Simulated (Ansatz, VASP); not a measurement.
# One calculation of Li4BeP2, two programs

```
CELL_PARAMETERS angstrom
4.31724 0.00000 0.00000
-2.15862 3.73884 0.00000
0.00000 0.00000 6.15439
ATOMIC_POSITIONS crystal
Li 0.50000 0.00000 0.50000
Li 0.00000 0.50000 0.50000
Li 0.50000 0.50000 0.50000
Li 0.00000 0.00000 0.00000
Be 0.00000 0.00000 0.50000
P 0.33333 0.66667 0.00000
P 0.66667 0.33333 0.00000
```

Alike in both runs: task relaxation of cell and atoms; functional PBE; k mesh 6 × 6 × 4; occupations gaussian, width 0.1 eV; no spin polarisation.

|  | VASP | Ansatz |
| --- | --- | --- |
| version | VASP 6.6.1 | Ansatz 0.2.0 |
| potentials or method | VASP PAW PBE potentials, release 64 (Li_sv, Be, P), cutoff 600 eV | scalar-relativistic, plane waves, PAW |
| valence electrons in the cell | 24 | 24 |

|  | VASP | Ansatz | Ansatz less VASP |
| --- | --- | --- | --- |
| gap on the k mesh at the Fermi level, each at its own relaxed structure (eV) | none | none | - |
| relaxed volume (Å³/atom) | 13.96 | 13.93 | -0.031 |
| relaxed length of the cell vector where the two differ most in proportion (Å) | 4.345 | 4.326 | -0.0192 |

A gap of «none» marks a metal or a gap that the smearing closes.

Noted on VASP's run: the cutoff is under 1.25 times that of the potentials, so the pressure is a little rough.
